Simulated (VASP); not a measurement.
A run of VASP 6.6.1 is set up as follows.

File INCAR:

```
SYSTEM = C
PREC     = Accurate       ! precision mode
ENCUT    = 520            ! plane-wave cutoff, eV
EDIFF    = 1E-6           ! SCF threshold, eV
ISMEAR   = 0              ! smearing method
SIGMA    = 0.15           ! smearing width, eV
LREAL    = .False.        ! projectors in reciprocal space
LASPH    = .True.         ! aspherical terms in the spheres
NELM     = 60             ! most SCF steps
ALGO     = Normal         ! electronic algorithm
ISIF     = 2              ! what is computed and relaxed
LWAVE    = .False.        ! write WAVECAR
LCHARG   = .False.        ! write CHGCAR
GGA      = PE             ! functional
NBANDS   = 16             ! bands
```

The input KPOINTS:

```
Automatic mesh
0
Gamma
  18 18 6
  0 0 0
```

The input POSCAR:

```
C
1.0
    1.2332770792     -2.1360444277      0.0000000000
    1.2332770792      2.1360444277      0.0000000000
    0.0000000000      0.0000000000      8.7070252276
C
4
Direct
    0.1832841301      0.8167158699      0.7797297894
    0.4833819210      0.5166180790      0.2202696788
    0.8167158699      0.1832841301      0.2202702106
    0.5166180790      0.4833819210      0.7797303212
```

Potentials or basis: VASP PAW PBE potentials, release 64 (C).

Run with:

```bash
$ cat potpaw_PBE.64/C/POTCAR > POTCAR
$ mpirun -np 1 vasp_std > vasp.out
```

Problem. Predict the pressure.

Solution. 0.4 GPa.

Problem. Predict the largest force.

Solution. 0.013 eV/Å.

Stress tensor (GPa, compression positive):
```
 0.50  0.00  0.00
 0.00  0.53 -0.01
 0.00 -0.01  0.13
```

Caveat: this functional lacks dispersion, which binds layers or chains, so the pressure and a relaxed spacing across them are unreliable.
